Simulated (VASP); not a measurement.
A run of VASP 6.6.1:

The input INCAR:

```
SYSTEM = Re
PREC = Accurate
ENCUT = 520
EDIFF = 1E-6
ISMEAR = 0
SIGMA = 0.15
LREAL = .FALSE.
LASPH = .TRUE.
NELM = 100
ALGO = Fast
ISIF = 2
LWAVE = .FALSE.
LCHARG = .FALSE.
GGA = PE
NBANDS = 10
```

File KPOINTS:

```
regular mesh
0
G
  10 10 10
  0 0 0
```

The input POSCAR:

```
Re
1.0
    0.0000000000      1.9577236186      1.9577236186
    1.7423740206      0.0000000000      1.9577236186
    1.7423740206      1.9577236186      0.0000000000
Re
1
Direct
    0.0000000000      0.0000000000      0.0000000000
```

Potentials or basis: VASP PAW PBE potentials, release 64 (Re).

Command:

```bash
$ cat potpaw_PBE.64/Re/POTCAR > POTCAR
$ mpirun -np 1 vasp_std > vasp.out
```

Hardware: 1 thread of AMD EPYC 7R43 64-Core Processor (Zen 3), with other jobs on the host.

Problem. Estimate the wall time of this run.

Solution. Run time: 15 s on 1 thread of AMD EPYC 7R43 64-Core Processor (Zen 3), on a shared host, peak memory 0.1 GiB. Counts: scf iterations 12, k points 102.
